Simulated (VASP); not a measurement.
Crystal: CoO.

```
CELL_PARAMETERS angstrom
1.53500 0.88623 2.48778
-1.53500 0.88623 2.48778
0.00000 -1.77246 2.48778
ATOMIC_POSITIONS crystal
Co 0.00000 0.00000 0.00000
O 0.50000 0.50000 0.50000
```

Base run:

```yaml
Program: VASP 6.6.1
Functional: PBE
Potentials_or_basis: VASP PAW PBE potentials, release 64 (Co, O)
Cutoff: 520 eV
k_mesh: 11 × 11 × 11
Occupations: fermi-dirac, width 0.05 eV
Spin: collinear spin, ferromagnetic start
Starting_moments: "[2.0, 0.0] μB"
```

Its results: pressure -9.4 GPa; net moment 2.98 μB per cell; site moments Co +2.61; O +0.31 μB.

Q: The run is repeated on the same cell with these changes: functional from PBE to LDA; potentials or basis from VASP PAW PBE potentials, release 64 (Co, O) to VASP PAW LDA potentials, release 64 (Co, O). What comes out?

A: Pressure -25.8 GPa; net moment 2.89 μB per cell; site moments Co +2.51; O +0.32 μB.

Caveats: the cell stands under tension; a cell with one magnetic atom can't hold antiferromagnetic order, which such compounds often take.
